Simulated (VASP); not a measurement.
Mg2SO, 4 atoms in the cell. The structure is tetragonal, space group P4/mmm (No. 123). The conventional cell has a = 3.408 Å, b = 3.408 Å, c = 4.734 Å, α = 90.00°, β = 90.00°, γ = 90.00°. Within 3.1 Å of O (site symmetry 4/mmm) lie 6 Mg at 2.37 to 2.41 Å. Within 3.1 Å of Mg (site symmetry 4/mmm) lie 2 O at 2.37 Å and 4 S at 2.41 Å. Within 3.1 Å of Mg (site symmetry 4/mmm) lie 2 S at 2.37 Å and 4 O at 2.41 Å. S (site symmetry 4/mmm) has 6 Mg at 2.37 to 2.41 Å within 3.1 Å.  This cell differs from its parent crystal: uniaxial z strain -0.6%.

```yaml
Program: VASP 6.6.1
Task: single point
Functional: HSE06
Potentials_or_basis: VASP PAW PBE potentials, release 64 (O, Mg, S)
Cutoff: 520 eV
k_mesh: 6 × 6 × 4
Occupations: gaussian, width 0.01 eV
Spin: no spin polarisation
Dipole_correction: no
Grid_for_exact_exchange_PRECFOCK: Normal
Further_INCAR_settings: ALGO = Normal; EDIFF = 1e-06; NBANDS = 16
Share_of_exact_exchange: 0.25
Screening_parameter: 0.2079 1/Å
```

Potentials or basis: VASP PAW PBE potentials, release 64 (O, Mg, S).

The run is started by

```sh
$ cat potpaw_PBE.64/O/POTCAR potpaw_PBE.64/Mg/POTCAR potpaw_PBE.64/S/POTCAR > POTCAR
$ cp INCAR.step1 INCAR
$ mpirun -np 1 vasp_std > vasp.out
$ cp INCAR.step2 INCAR
$ mpirun -np 1 vasp_std > vasp.out
```

Hardware: 1 thread of Intel(R) Xeon(R) Platinum 8375C CPU @ 2.90GHz (Ice Lake), with other jobs on the host.

Question: Estimate the wall time of this run.

Answer: It took 83 min on 1 thread of Intel(R) Xeon(R) Platinum 8375C CPU @ 2.90GHz (Ice Lake), on a shared host, peak memory 0.31 GiB. Counts: k points 30.
